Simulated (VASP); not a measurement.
# SrO (Fm-3m) in VASP: notebook

The runs below take SrO through electric field gradients, with PBEsol.

Program: VASP 6.6.1. These are calculated values, not measurements. Logs are shortened: lines on timing, memory, paths and dates and some standing lists are left out, and cuts for length are marked.

## (1) The cell of the first run

It takes space group Fm-3m (No. 225, cubic). Conventional cell: a = 5.157 Å, b = 5.157 Å, c = 5.157 Å, α = 90.00°, β = 90.00°, γ = 90.00°. Sr (site symmetry m-3m) has 6 O at 2.58 Å within 3.4 Å. O (site symmetry m-3m) has 6 Sr at 2.58 Å within 3.4 Å.

## (2) Electric field gradients, PBEsol (volume scaled by 1.01)

Contents of INCAR:

```
PREC = Accurate ; ENCUT = 520
EDIFF = 1E-8 ; ISMEAR = -1
SIGMA = 0.03 ; LREAL = F
LASPH = T ; NELM = 60
ALGO = Normal ; ISIF = 2
LWAVE = F ; LCHARG = F
GGA = PS ; LEFG = T
NBANDS = 15
```

Contents of KPOINTS:

```
regular mesh
0
Gamma
  8 8 8
```

Contents of POSCAR:

```
SrO
1.0
    0.0000000000      2.5783376042      2.5783376042
    2.5783376042      0.0000000000      2.5783376042
    2.5783376042      2.5783376042      0.0000000000
Sr O
1 1
Direct
    0.0000000000      0.0000000000      0.0000000000
    0.5000000000      0.5000000000      0.5000000000
```

Potentials or basis: VASP PAW PBE potentials, release 64 (Sr_sv, O).

The run is started by

```console
cat potpaw_PBE.64/Sr_sv/POTCAR potpaw_PBE.64/O/POTCAR > POTCAR
mpirun -np 1 vasp_std > vasp.out
```

OUTCAR:

```text
PREC = Accurate
   ENCUT = 520
   EDIFF = 1E-8
   ISMEAR = -1
   LREAL = F
   LASPH = T
   NELM = 60
   ISIF = 2
   GGA = PS

 ion  position               nearest neighbor table
   1  0.000  0.000  0.000-   2 2.58   2 2.58   2 2.58   2 2.58   2 2.58   2 2.58
   2  0.500  0.500  0.500-   1 2.58   1 2.58   1 2.58   1 2.58   1 2.58   1 2.58

  LATTYP: Found a face centered cubic cell.
 ALAT       =     5.1566752084

  Lattice vectors:

 A1 = (   0.0000000000,   2.5783376042,   2.5783376042)
 A2 = (   2.5783376042,   0.0000000000,   2.5783376042)
 A3 = (   2.5783376042,   2.5783376042,   0.0000000000)

Analysis of symmetry for initial positions (statically):
=====================================================================
 Subroutine PRICEL returns:
 Original cell was already a primitive cell.

 Routine SETGRP: Setting up the symmetry group for a
 face centered cubic supercell.

 Subroutine GETGRP returns: Found 48 space group operations
 (whereof 48 operations were pure point group operations)
 out of a pool of 48 trial point group operations.

The static configuration has the point symmetry O_h .

Analysis of symmetry for dynamics (positions and initial velocities):
=====================================================================
 Subroutine PRICEL returns:
 Original cell was already a primitive cell.

 Routine SETGRP: Setting up the symmetry group for a
 face centered cubic supercell.

 Subroutine GETGRP returns: Found 48 space group operations
 (whereof 48 operations were pure point group operations)
 out of a pool of 48 trial point group operations.

The dynamic configuration has the point symmetry O_h .

 Subroutine INISYM returns: Found 48 space group operations
 (whereof 48 operations are pure point group operations),
 and found     1 'primitive' translations

----------------------------------------------------------------------------------------

                                     Primitive cell

  volume of cell :      34.2807

  direct lattice vectors                    reciprocal lattice vectors
     0.000000000  2.578337604  2.578337604    -0.193923402  0.193923402  0.193923402
     2.578337604  0.000000000  2.578337604     0.193923402 -0.193923402  0.193923402
     2.578337604  2.578337604  0.000000000     0.193923402  0.193923402 -0.193923402

  length of vectors
     3.646320008  3.646320008  3.646320008     0.335885185  0.335885185  0.335885185

  position of ions in fractional coordinates (direct lattice)
     0.000000000  0.000000000  0.000000000
     0.500000000  0.500000000  0.500000000

  ion indices of the primitive-cell ions
   primitive index   ion index
                 1           1
                 2           2

----------------------------------------------------------------------------------------

 KPOINTS: regular mesh

Automatic generation of k-mesh.
 Grid dimensions read from file:
 generate k-points for:    8    8    8

 Generating k-lattice:

  Cartesian coordinates                     Fractional coordinates (reciprocal lattice)
    -0.024240425  0.024240425  0.024240425     0.125000000  0.000000000  0.000000000
     0.024240425 -0.024240425  0.024240425     0.000000000  0.125000000  0.000000000
     0.024240425  0.024240425 -0.024240425     0.000000000  0.000000000  0.125000000

  Length of vectors
     0.041985648  0.041985648  0.041985648

  Shift w.r.t. Gamma in fractional coordinates (k-lattice)
     0.000000000  0.000000000  0.000000000

 Subroutine IBZKPT returns following result:
 ===========================================

 Found     29 irreducible k-points:

 Following reciprocal coordinates:
            Coordinates               Weight
  0.000000  0.000000  0.000000      1.000000
  0.125000  0.000000  0.000000      8.000000
  0.250000  0.000000  0.000000      8.000000
  0.375000  0.000000  0.000000      8.000000
  0.500000  0.000000  0.000000      4.000000
  0.125000  0.125000  0.000000      6.000000
[... 16 lines left out ...]
  0.500000  0.250000  0.125000     48.000000
 -0.375000  0.250000  0.125000     24.000000
 [... further k-points ...]
   k-points           NKPTS =     29   k-points in BZ     NKDIM =     29   number of bands    NBANDS=     15
   number of dos      NEDOS =    301   number of ions     NIONS =      2
   total plane-waves  NPLWV =  21952
   dimension x,y,z NGX =    28 NGY =   28 NGZ =   28
   dimension x,y,z NGXF=    56 NGYF=   56 NGZF=   56
   ions per type =               1   1
   NGX,Y,Z   is equivalent  to a cutoff of  12.77, 12.77, 12.77 a.u.
   NGXF,Y,Z  is equivalent  to a cutoff of  25.53, 25.53, 25.53 a.u.
 SYSTEM =  unknown system
   PREC   = accura    normal or accurate (medium, high low for compatibility)
   ISTART =      0    job   : 0-new  1-cont  2-samecut
   ICHARG =      2    charge: 1-file 2-atom 10-const
   ISPIN  =      1    spin polarized calculation?
   LNONCOLLINEAR =      F non collinear calculations
   LSORBIT =      F    spin-orbit coupling
   LASPH  =      T    aspherical Exc in radial PAW
   ENCUT  =  520.0 eV  38.22 Ry    6.18 a.u.   6.78  6.78  6.78*2*pi/ulx,y,z
   NELM   =     60;   NELMIN=  2; NELMDL= -5     # of ELM steps
   EDIFF  = 0.1E-07   stopping-criterion for ELM
   LREAL  =      F    real-space projection
   EDIFFG = 0.1E-06   stopping-criterion for IOM
   NSW    =      0    number of steps for IOM
   IBRION =     -1    ionic relax: 0-MD 1-quasi-New 2-CG
   NFREE  =      0    steps in history (QN), initial steepest desc. (CG)
   ISIF   =      2    stress and relaxation
   ISYM   =      2    0-nonsym 1-usesym 2-fastsym
   POTIM  = 0.5000    time-step for ionic-motion
   TEBEG  =    0.0;   TEEND  =   0.0 temperature during run
   PSTRESS=    0.0 pullay stress
   NELECT =      16.0000    total number of electrons
   NUPDOWN=      -1.0000    fix difference up-down
   EMIN   =  10.00;   EMAX   =-10.00  energy-range for DOS
   EFERMI =   0.00;   METHOD = LEGACY
   ISMEAR =    -1;   SIGMA  =   0.03  broadening in eV -4-tet -1-fermi 0-gaus
   EFERMI_NEDOS =   21; number of points for ismear=-14 and -15
   IALGO  =     38    algorithm
   IMIX   =      4    mixing-type and parameters
     AMIX     =   0.40;   BMIX     =  1.00
     AMIX_MAG =   1.60;   BMIX_MAG =  1.00
  volume/ion in A,a.u.               =      17.14       115.67
  Fermi-wavevector in a.u.,A,eV,Ry     =   1.269887  2.399738 21.940928  1.612613
  Thomas-Fermi vector in A             =   2.402904
   LORBIT       =      0    0 simple, 1 ext, 2 COOP (PROOUT), +10 PAW based schemes
   GGA     = PS    functional components
   LHFCALC =     F    Hartree Fock is set to
   AEXX    =    0.0000 exact exchange contribution
   IVDW    =     0    specifies the selected vdW correction
   LEPSILON=     F    determine dielectric tensor
   LRPA    =     F    only Hartree local field effects (RPA)
 non-spin polarized calculation
  energy-cutoff  :      520.00
  volume of cell :       34.28
 maximum number of plane-waves:       941
   NGX = 13   NGY = 13   NGZ = 13

 number of electron      15.9999998 magnetization

 Free energy of the ion-electron system (eV)
  ---------------------------------------------------
  ext. energy  EPLUGINS =         0.00000000
  ---------------------------------------------------
  free energy    TOTEN  =       -12.63835970 eV

  energy without entropy =      -12.63835970  energy(sigma->0) =      -12.63835970

 E-fermi :   2.0860     XC(G=0): -10.2362

 val. band max:        1.4484774355   @ k =   0.0000   0.0000   0.0000
 cond. band min:       4.6101393964   @ k =   0.5000   0.5000   0.0000
 fundamental gap:      3.1616619608
 Fermi energy:         2.0860081806

 k-point     1 :       0.0000    0.0000    0.0000
  band No.  band energies     occupation
      1     -30.8179      2.00000
      2     -13.5387      2.00000
      3     -12.4796      2.00000
      4     -12.4796      2.00000
      5     -12.4796      2.00000
      6       1.4485      2.00000
      7       1.4485      2.00000
      8       1.4485      2.00000
      9       5.2115      0.00000
     10       7.5927      0.00000
     11       7.5927      0.00000
     12       7.5927      0.00000
     13       9.7680      0.00000
     14       9.7680      0.00000
[... 401 lines left out ...]
      2     -14.7358      2.00000
      3     -12.8690      2.00000
      4     -12.7092      2.00000
      5     -11.6472      2.00000
      6      -0.1528      2.00000
      7       0.5803      2.00000
      8       0.6548      2.00000
      9       7.7143      0.00000
     10       8.0594      0.00000
     11      10.6554      0.00000
     12      10.8945      0.00000
     13      12.9970      0.00000
     14      14.2479      0.00000
     15      14.5800      0.00000

 [... further k-points ...]

------------------------ aborting loop because EDIFF is reached ----------------------------------------

  FORCE on cell =-STRESS in cart. coord.  units (eV):
  Direction    XX          YY          ZZ          XY          YZ          ZX
  --------------------------------------------------------------------------------------
  -------------------------------------------------------------------------------------
  Total       -0.2588216     -0.2588216     -0.2588216     -0.0000000     -0.0000000      0.0000000
  in kB      -12.0965546    -12.0965546    -12.0965546     -0.0000000     -0.0000000      0.0000000
  external PRESSURE =     -12.0965546 kB  Pullay stress =       0.0000000 kB

 VOLUME and BASIS-vectors are now :
 -----------------------------------------------------------------------------
  energy-cutoff  :      520.00
  volume of cell :       34.28
      direct lattice vectors                 reciprocal lattice vectors
     0.000000000  2.578337604  2.578337604    -0.193923402  0.193923402  0.193923402
     2.578337604  0.000000000  2.578337604     0.193923402 -0.193923402  0.193923402
     2.578337604  2.578337604  0.000000000     0.193923402  0.193923402 -0.193923402

 POSITION                                       TOTAL-FORCE (eV/Angst)
 -----------------------------------------------------------------------------------
      0.00000      0.00000      0.00000         0.000000      0.000000     -0.000000
      2.57834      2.57834      2.57834        -0.000000     -0.000000      0.000000
 -----------------------------------------------------------------------------------
    total drift:                                0.000000      0.000000      0.000000

  FREE ENERGIE OF THE ION-ELECTRON SYSTEM (eV)
  ---------------------------------------------------
  free  energy   TOTEN  =       -12.6383596966 eV

  energy  without entropy=      -12.6383596966  energy(sigma->0) =      -12.63835970

 Electric field gradients (V/A^2)
---------------------------------------------------------------------
 ion       V_xx      V_yy      V_zz      V_xy      V_xz      V_yz
---------------------------------------------------------------------
   1       0.000    -0.000    -0.000     0.000     0.000     0.000
   2      -0.000    -0.000     0.000    -0.000    -0.000    -0.000
---------------------------------------------------------------------

 Electric field gradients after diagonalization (V/A^2)
 (convention: |V_zz| > |V_xx| > |V_yy|)
----------------------------------------------------------------------
 ion       V_xx      V_yy      V_zz     asymmetry (V_yy - V_xx)/ V_zz
----------------------------------------------------------------------
   1      -0.000    -0.000     0.000       0.000
   2       0.000     0.000    -0.001       0.000
----------------------------------------------------------------------

           NMR quadrupolar parameters

 Cq : quadrupolar parameter    Cq=e*Q*V_zz/h
 eta: asymmetry parameters     (V_yy - V_xx)/ V_zz
 Q  : nuclear electric quadrupole moment in mb (millibarn)
----------------------------------------------------------------------
 ion       Cq(MHz)       eta       Q (mb)
----------------------------------------------------------------------
   1       0.000       0.000       1.000
   2      -0.000       0.000       1.000
----------------------------------------------------------------------
```

It took 14 s on 1 thread of Intel Xeon 6975P-C, shared host; peak memory 0.16 GiB.

What came out:

| Quantity | Value |
| --- | --- |
| Free energy | -12.6384 eV |
| Pressure | -1.2 GPa |
| Band gap on the k mesh | 3.16 eV, indirect (least direct gap 3.25 eV) |

Levels at points of the mesh, in eV from the valence-band top:
| k point | band 5 | band 6 | band 7 | band 8 | band 9 | band 10 | band 11 | band 12 |
| --- | --- | --- | --- | --- | --- | --- | --- | --- |
| (0.00, 0.00, 0.00) | -13.93 | 0.00 | 0.00 | 0.00 | 3.76 | 6.14 | 6.14 | 6.14 |
| (0.50, 0.00, 0.00) | -12.74 | -2.21 | -1.14 | -1.14 | 6.45 | 8.22 | 8.80 | 8.80 |
| (0.50, 0.50, 0.00) | -14.29 | -0.45 | -0.09 | -0.09 | 3.16 | 7.70 | 10.14 | 10.14 |

Caveat: without QUAD_EFG the Cq values of the log hold for a quadrupole moment of 1 mb, not for the nuclei; the PAW data sets were made with another functional, which shifts forces and pressure a little. A k mesh can miss the band edges.

## (3) Electric field gradients, PBEsol (volume scaled by 1.04)

Contents of INCAR:

```
SYSTEM = SrO
PREC = Accurate ; ENCUT = 520
EDIFF = 1E-8 ; ISMEAR = -1
SIGMA = 0.03 ; LREAL = .FALSE.
LASPH = .TRUE. ; NELM = 60
ALGO = Normal ; ISIF = 2
LWAVE = .FALSE. ; LCHARG = .FALSE.
GGA = PS ; LEFG = .TRUE.
NBANDS = 15
```

Contents of KPOINTS:

```
Automatic mesh
0
G
  8 8 8
  0 0 0
```

Contents of POSCAR:

```
SrO
1.0
    0.0000000000      2.6036170359      2.6036170359
    2.6036170359      0.0000000000      2.6036170359
    2.6036170359      2.6036170359      0.0000000000
Sr O
1 1
Direct
    0.0000000000      0.0000000000      0.0000000000
    0.5000000000      0.5000000000      0.5000000000
```

Potentials or basis: VASP PAW PBE potentials, release 64 (Sr_sv, O).

The run is started by

```console
cat potpaw_PBE.64/Sr_sv/POTCAR potpaw_PBE.64/O/POTCAR > POTCAR
mpirun -np 1 vasp_std > vasp.out
```

OUTCAR:

```text
SYSTEM = SrO
   PREC = Accurate
   ENCUT = 520
   EDIFF = 1E-8
   ISMEAR = -1
   LREAL = .FALSE.
   LASPH = .TRUE.
   NELM = 60
   ISIF = 2
   GGA = PS

 ion  position               nearest neighbor table
   1  0.000  0.000  0.000-   2 2.60   2 2.60   2 2.60   2 2.60   2 2.60   2 2.60
   2  0.500  0.500  0.500-   1 2.60   1 2.60   1 2.60   1 2.60   1 2.60   1 2.60

  LATTYP: Found a face centered cubic cell.
 ALAT       =     5.2072340718

  Lattice vectors:

 A1 = (   0.0000000000,   2.6036170359,   2.6036170359)
[... 644 lines left out ...]
  ---------------------------------------------------
  free  energy   TOTEN  =       -12.6234659935 eV

  energy  without entropy=      -12.6234659935  energy(sigma->0) =      -12.62346599

 Electric field gradients (V/A^2)
---------------------------------------------------------------------
 ion       V_xx      V_yy      V_zz      V_xy      V_xz      V_yz
---------------------------------------------------------------------
   1      -0.000     0.000     0.000    -0.000    -0.000    -0.000
   2       0.000    -0.000     0.000     0.001     0.001     0.001
---------------------------------------------------------------------

 Electric field gradients after diagonalization (V/A^2)
 (convention: |V_zz| > |V_xx| > |V_yy|)
----------------------------------------------------------------------
 ion       V_xx      V_yy      V_zz     asymmetry (V_yy - V_xx)/ V_zz
----------------------------------------------------------------------
   1       0.000     0.000    -0.000       0.000
   2      -0.001    -0.001     0.001       0.000
----------------------------------------------------------------------

           NMR quadrupolar parameters

 Cq : quadrupolar parameter    Cq=e*Q*V_zz/h
 eta: asymmetry parameters     (V_yy - V_xx)/ V_zz
 Q  : nuclear electric quadrupole moment in mb (millibarn)
----------------------------------------------------------------------
 ion       Cq(MHz)       eta       Q (mb)
----------------------------------------------------------------------
   1      -0.000       0.000       1.000
   2       0.000       0.000       1.000
----------------------------------------------------------------------
```

OSZICAR:

```text
N       E                     dE             d eps       ncg     rms          rms(c)
DAV:   1     0.678139069927E+02    0.67814E+02   -0.84114E+03   870   0.104E+03
DAV:   2    -0.115132721664E+02   -0.79327E+02   -0.72513E+02  1209   0.217E+02
DAV:   3    -0.145312983578E+02   -0.30180E+01   -0.30045E+01  1100   0.393E+01
DAV:   4    -0.145907129065E+02   -0.59415E-01   -0.59402E-01  1124   0.539E+00
DAV:   5    -0.145926022464E+02   -0.18893E-02   -0.18893E-02  1092   0.734E-01    0.159E+01
DAV:   6    -0.128100663717E+02    0.17825E+01   -0.58631E+00   884   0.180E+01    0.185E+01
DAV:   7    -0.126497342320E+02    0.16033E+00   -0.32046E-01  1010   0.487E+00    0.109E+01
DAV:   8    -0.126226110361E+02    0.27123E-01   -0.12739E-01  1122   0.351E+00    0.356E-01
DAV:   9    -0.126232837919E+02   -0.67276E-03   -0.65855E-03  1066   0.494E-01    0.234E-01
DAV:  10    -0.126233665754E+02   -0.82783E-04   -0.26758E-04  1045   0.167E-01    0.956E-02
DAV:  11    -0.126234568254E+02   -0.90250E-04   -0.10605E-04   926   0.801E-02    0.259E-02
DAV:  12    -0.126234663889E+02   -0.95635E-05   -0.13257E-05   983   0.312E-02    0.111E-02
DAV:  13    -0.126234662415E+02    0.14737E-06   -0.18525E-06   996   0.103E-02    0.282E-03
DAV:  14    -0.126234659852E+02    0.25630E-06   -0.10329E-07  1103   0.263E-03    0.627E-04
DAV:  15    -0.126234659935E+02   -0.82930E-08   -0.42631E-09   750   0.701E-04
   1 F= -.12623466E+02 E0= -.12623466E+02  d E =-.198616E-10
```

Run time: 14 s. Hardware: 1 thread of Intel Xeon 6975P-C, shared host; peak memory 0.16 GiB.

Results:

```yaml
Free_energy: -12.6235 eV
Pressure: -3.6 GPa
Band_gap_on_the_k_mesh: 3.18 eV, indirect (least direct gap 3.29 eV)
```

Caveat: without QUAD_EFG the Cq values of the log hold for a quadrupole moment of 1 mb, not for the nuclei; the PAW data sets were made with another functional, which shifts forces and pressure a little. A k mesh can miss the band edges.

(Part 1 of 2 ends here.)
